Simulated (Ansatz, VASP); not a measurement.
# One calculation of AlNi, two programs

```
Al Ni
1.0
     2.83452    0.00000    0.00000
     0.00000    2.83452    0.00000
     0.00000    0.00000    2.97625
Al Ni
1 1
Direct
  0.00000 0.00000 0.00000
  0.50000 0.50000 0.50000
```

Alike in both runs: task single point; functional PBEsol; k mesh 18 × 18 × 18; occupations gaussian, width 0.15 eV; no spin polarisation.

```csv
,VASP,Ansatz
version,VASP 6.6.1,Ansatz 0.2.0
potentials or method,"VASP PAW PBE potentials, release 64 (Al, Ni), cutoff 520 eV","scalar-relativistic, plane waves, PAW"
valence electrons in the cell,13,21
```

```tsv
	VASP	Ansatz	Ansatz less VASP
gap on the k mesh at the Fermi level (eV)	none	none	-
pressure (GPa)	-2.8	-3.1	-0.30
traceless stress, the component that is largest in VASP (GPa)	-2.07	-2.01	+0.060
```

VASP's potentials were made for PBE, not for PBEsol. A gap of «none» marks a metal or a gap that the smearing closes. With one functional, cell and mesh, what is left measures potentials, basis and numerics. VASP's potentials hold 13 valence electrons a cell and Ansatz's 21, so a difference there can come from the potentials and not from the codes.
